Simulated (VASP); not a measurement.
LiH:

```
CELL_PARAMETERS angstrom
0.00000 1.94070 1.94070
1.94070 0.00000 1.94070
1.94070 1.94070 0.00000
ATOMIC_POSITIONS crystal
Li 0.00000 0.00000 0.00000
H 0.50000 0.50000 0.50000
```

This cell differs from its parent crystal: strain -3.1%.

Base run:

- Program: VASP 6.6.1
- Functional: HSE06
- Potentials or basis: VASP PAW PBE potentials, release 64 (Li_sv, H)
- Cutoff: 520 eV
- k mesh: 8 × 8 × 8
- Occupations: gaussian, width 0.01 eV
- Spin: no spin polarisation

Its results: band gap on the k mesh 3.90 eV, direct.

The run is repeated on the same cell with these changes: functional from HSE06 to r2SCAN; k mesh from 8 × 8 × 8 to 10 × 10 × 10. What comes out?

Band gap on the k mesh 3.52 eV, direct.

Several settings changed at once, so the effect can't be laid on one alone.

A k mesh can miss the band edges.
